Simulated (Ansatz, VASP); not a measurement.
HfC in VASP and in Ansatz

Contents of INCAR:

```
ALGO     = Normal         # electronic algorithm
EDIFF    = 1E-8           # SCF threshold, eV
ENCUT    = 520            # plane-wave cutoff, eV
GGA      = PE             # functional
ISIF     = 2              # what is computed and relaxed
ISMEAR   = -1             # smearing method
LASPH    = True           # aspherical terms in the spheres
LCHARG   = False          # write CHGCAR
LEFG     = True         
LREAL    = False          # projectors in reciprocal space
LWAVE    = False          # write WAVECAR
NBANDS   = 14             # bands
NELM     = 100            # most SCF steps
PREC     = Accurate       # precision mode
SIGMA    = 0.05           # smearing width, eV
```

File KPOINTS:

```
k-points
0
Gamma
  15 15 15
```

The input POSCAR:

```
HfC
1.0
    0.0465000000      2.3482500000      2.3482500000
    2.3482500000      0.0465000000      2.3482500000
    2.3482500000      2.3482500000      0.0465000000
Hf C
1 1
Direct
    0.5000000000      0.5000000000      0.5000000000
    0.0000000000      0.0000000000      0.0000000000
```

Input for Ansatz:

```yaml
crystal:
  lattice:
    - [0.0465, 2.34825, 2.34825]
    - [2.34825, 0.0465, 2.34825]
    - [2.34825, 2.34825, 0.0465]
  atoms:
    - { symbol: Hf, position: [0.5, 0.5, 0.5] }
    - { symbol: C, position: [0.0, 0.0, 0.0] }
kpoints:
  mp_grid: { grid: [15, 15, 15] }
scf:
  occupations: { method: fermi_dirac, width: 0.05 }
hamiltonian:
  xc: pbe
  pseudopotentials: { kind: all_electron, datasets: crystal }
output:
  forces: true
  stress: true
  eigenvalues: true
  efg: { contact_densities: true }
```

Change from the starting cell: equal xy, yz and zx shear strains of +2 %, crystal datasets.

Alike in both runs: task electric field gradients; functional PBE; k mesh 15 × 15 × 15; occupations fermi-dirac, width 0.05 eV; no spin polarisation.

|  | VASP | Ansatz |
| --- | --- | --- |
| version | VASP 6.6.1 | Ansatz 0.2.0 |
| potentials or method | VASP PAW PBE potentials, release 64 (Hf_pv, C), cutoff 520 eV | all-electron PAW with datasets made for the crystal, scalar-relativistic |

```tsv
	VASP	Ansatz	Ansatz less VASP
pressure (GPa)	-0.4	0.3	+0.70
traceless stress, the component that is largest in VASP (GPa)	-3.47	-3.46	+0.010
size of Vzz on the site where it differs most (V/Å²)	3.7	5.2	+1.48
```

Ansatz ran all-electron here, and VASP with PAW potentials.

Neither program's run includes spin-orbit coupling.
